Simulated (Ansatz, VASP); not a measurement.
# MoS2 in VASP and in Ansatz

File INCAR:

```
  PREC = Accurate
  ENCUT = 520
  EDIFF = 1E-7
  ISMEAR = 0
  SIGMA = 0.05
  LREAL = False
  LASPH = True
  NELM = 100
  ALGO = Normal
  ISIF = 2
  LWAVE = False
  LCHARG = True
  GGA = PS
  LELF = True
  LVHAR = True
  NBANDS = 35
```

The input KPOINTS:

```
regular mesh
0
Gamma
  10 10 2
```

File POSCAR:

```
MoS2
1.0
   -3.1414322132      0.0000000000      0.0000000000
   -1.5707161066     -2.7205601009      0.0000000000
    0.0000000000      0.0000000000     15.5788195080
Mo S
2 4
Direct
    0.3333333333      0.3333333333      0.2018577130
    0.6666666667      0.6666666667      0.6055731390
    0.3333333333      0.3333333333      0.5054951870
    0.6666666667      0.6666666667      0.1017797610
    0.3333333333      0.3333333333      0.7056510909
    0.6666666667      0.6666666667      0.3019356649
```

Input for Ansatz:

```yaml
crystal:
  lattice:
    - [-3.1414322132, 0.0, 0.0]
    - [-1.5707161066, -2.7205601009, 0.0]
    - [0.0, 0.0, 15.578819508]
  atoms:
    - { symbol: Mo, position: [0.3333333333, 0.3333333333, 0.201857713] }
    - { symbol: Mo, position: [0.6666666667, 0.6666666667, 0.605573139] }
    - { symbol: S, position: [0.3333333333, 0.3333333333, 0.505495187] }
    - { symbol: S, position: [0.6666666667, 0.6666666667, 0.101779761] }
    - { symbol: S, position: [0.3333333333, 0.3333333333, 0.7056510909] }
    - { symbol: S, position: [0.6666666667, 0.6666666667, 0.3019356649] }
basis:
  ecutwfc: 420
kpoints:
  mp_grid: { grid: [10, 10, 2] }
hamiltonian:
  xc: pbesol
scf:
  occupations: { method: gaussian, width: 0.05 }
output:
  forces: true
  stress: true
  eigenvalues: true
```

Alike in both runs: task single point; functional PBEsol; k mesh 10 × 10 × 2; occupations gaussian, width 0.05 eV; no spin polarisation.

|  | VASP | Ansatz |
| --- | --- | --- |
| version | VASP 6.6.1 | Ansatz 0.2.0 |
| potentials or method | VASP PAW PBE potentials, release 64 (Mo_sv, S), cutoff 520 eV | scalar-relativistic, plane waves, PAW |
| valence electrons in the cell | 52 | 52 |

```csv
,VASP,Ansatz,Ansatz less VASP
gap on the k mesh at the Fermi level (eV),1.44,1.42,-0.014
least direct gap on the mesh (eV),2.02,2.01,-0.005
pressure (GPa),-0.1,-0.1,+0.02
rms of the force components (eV/Å),0.010,0.010,+0.0002
```

VASP's potentials were made for PBE, not for PBEsol. Atom by atom the forces differ by 0.001 eV/Å (rms over components).
